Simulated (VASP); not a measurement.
Wanted: the native input for a VASP 6.6.1 run.

* Task: single point
* Functional: PBEsol
* Potentials or basis: VASP PAW PBE potentials, release 64 (Ba_sv, Ti_sv, O)
* Cutoff: 520 eV
* k mesh: 6 × 6 × 4
* Occupations: gaussian, width 0.02 eV
* Spin: no spin polarisation
* Dipole correction: no
* Further INCAR settings: LREAL = Auto; ALGO = Normal; EDIFF = 1e-06; NBANDS = 73

The structure of BaTiO3 lies in POSCAR:

```
BaTiO3
1.0
    0.0000000000     -3.9698693316      3.9698693316
   -3.9698693316      3.9698693316      0.0000000000
   -3.9698693316     -3.9698693316     -3.9698693316
Ba Ti O
3 3 9
Direct
    0.6666666667      0.3333333333      0.1666666667
    0.3333333333      0.6666666667      0.8333333333
    0.0000000000      0.0000000000      0.5000000000
    0.0000000000      0.0000000000      0.0000000000
    0.6666666667      0.3333333333      0.6666666667
    0.3333333333      0.6666666667      0.3333333333
    0.5000000000      1.0000000000      0.5000000000
    0.1666666667      0.3333333333      0.1666666667
    0.8333333333      0.6666666667      0.8333333333
    0.1666666667      0.8333333333      0.1666666667
    0.8333333333      0.1666666667      0.8333333333
    0.5000000000      0.5000000000      0.5000000000
    0.6666666667      0.8333333333      0.1666666667
    0.3333333333      0.1666666667      0.8333333333
    1.0000000000      0.5000000000      0.5000000000
```

These files were run (other wordings do the same):

INCAR

```
SYSTEM = BaTiO3
PREC = Accurate
ENCUT = 520
EDIFF = 1E-6
ISMEAR = 0
SIGMA = 0.02
LREAL = Auto
LASPH = .TRUE.
NELM = 100
ALGO = Normal
ISIF = 2
LWAVE = .FALSE.
LCHARG = .TRUE.
GGA = PS
LELF = .TRUE.
LVHAR = .TRUE.
NBANDS = 73
```

KPOINTS

```
regular mesh
0
G
  6 6 4
  0 0 0
```

Potentials or basis: VASP PAW PBE potentials, release 64 (Ba_sv, Ti_sv, O).

Run with:

```console
$ cat potpaw_PBE.64/Ba_sv/POTCAR potpaw_PBE.64/Ti_sv/POTCAR potpaw_PBE.64/O/POTCAR > POTCAR
$ mpirun -np 1 vasp_std > vasp.out
```

It gave:

```json
{"Pressure": "2.1 GPa", "Band gap on the k mesh": "1.75 eV"}
```

Caveat: the PAW data sets were made with another functional, which shifts forces and pressure a little; spin-orbit coupling is left out, which moves the levels of the heavy elements.

Run time: 11 min on 1 thread of Intel(R) Xeon(R) Platinum 8375C CPU @ 2.90GHz (Ice Lake), on a shared host, peak memory 0.41 GiB.
